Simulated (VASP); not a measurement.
A run of VASP 6.6.1 is set up as follows.

INCAR

```
PREC     = Accurate       # precision mode
ENCUT    = 500            # plane-wave cutoff, eV
EDIFF    = 1E-6           # SCF threshold, eV
ISMEAR   = 1              # smearing method
SIGMA    = 0.0419         # smearing width, eV
LREAL    = False          # projectors in reciprocal space
LASPH    = True           # aspherical terms in the spheres
NELM     = 120            # most SCF steps
ALGO     = Normal         # electronic algorithm
ISIF     = 2              # what is computed and relaxed
LWAVE    = False          # write WAVECAR
LCHARG   = False          # write CHGCAR
GGA      = PS             # functional
IVDW     = 12             # dispersion correction
NBANDS   = 10             # bands
GGA_COMPAT= False
```

Contents of KPOINTS:

```
Automatic mesh
0
Gamma
  6 6 6
```

POSCAR

```
K
1.0
    0.0000000000      2.2704774614      2.2704774614
    2.2704774614      0.0000000000      2.2704774614
    2.2704774614      2.2704774614      0.0000000000
K
1
Direct
    0.0000000000      0.0000000000      0.0000000000
```

Potentials or basis: VASP PAW PBE potentials, release 64 (K_sv).

Command:

```console
$ cat potpaw_PBE.64/K_sv/POTCAR > POTCAR
$ mpirun -np 1 vasp_std > vasp.out
```

Predict the band gap on the k mesh.

zero (an odd number of electrons rules out a gap without spin polarisation).

Predict the dispersion energy per atom.

-0.402 eV.

Caveat: the k points lie up to 0.40 Å⁻¹ apart, too coarse for converged energies and pressures of a metal; three body term missing.
